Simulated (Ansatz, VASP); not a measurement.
Two plane-wave programs on Ca

```
Ca
1.0
     3.85130    0.00000    0.00000
    -1.92565    3.33532    0.00000
     0.00000    0.00000    6.34133
Ca
2
Cartesian
  0.0000 2.2235 1.5853
  1.9256 1.1118 4.7560
```

Alike in both runs: functional PBEsol; k mesh 12 × 12 × 8; occupations gaussian, width 0.1 eV; no spin polarisation.

Ansatz relaxed the structure, and its values are those at the end. VASP's run is a single point on that final structure, the one shown.

```csv
,VASP,Ansatz
version,VASP 6.6.1,Ansatz 0.2.0
potentials or method,"VASP PAW PBE potentials, release 64 (Ca_sv), cutoff 500 eV","scalar-relativistic, plane waves, PAW"
valence electrons in the cell,20,20
```

|  | VASP | Ansatz | Ansatz less VASP |
| --- | --- | --- | --- |
| gap on the k mesh at the Fermi level (eV) | none | none | - |
| pressure (GPa) | 0.0 | 0.0 | 0.00 |

VASP's potentials were made for PBE, not for PBEsol. A gap of «none» marks a metal or a gap that the smearing closes.
